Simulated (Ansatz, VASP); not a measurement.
# Ni in VASP and in Ansatz

```
Ni
1.0
     0.00000    2.24443    2.24443
     2.24443    0.00000    2.24443
     2.24443    2.24443    0.00000
Ni
2
Direct
  0.00000 0.00000 0.00000
  0.50000 0.50000 0.50000
```

Alike in both runs: task single point; functional revPBE; k mesh 13 × 13 × 13; occupations fermi-dirac, width 0.05 eV; collinear spin.

|  | VASP | Ansatz |
| --- | --- | --- |
| version | VASP 6.6.1 | Ansatz 0.2.0 |
| potentials or method | VASP PAW PBE potentials, release 64 (Ni), cutoff 520 eV | plane waves (420 eV) with PAW, scalar-relativistic |
| valence electrons in the cell | 20 | 36 |

Ansatz gave:

| Property | Result |
| --- | --- |
| pressure (GPa) | 24.4 |
| net moment per atom (μB) | 0.47 |
| size of the moment on the site where the two differ most (μB) | 0.48 |

**Question.** Which values does VASP return?

**Answer.** Pressure (GPa): 24.1; net moment per atom (μB): 0.46; size of the moment on the site where the two differ most (μB): 0.46.

VASP's potentials were made for PBE, not for revPBE. Site moments also hang on the region over which each program counts them. VASP's potentials hold 20 valence electrons a cell and Ansatz's 36, so a difference there can come from the potentials and not from the codes.
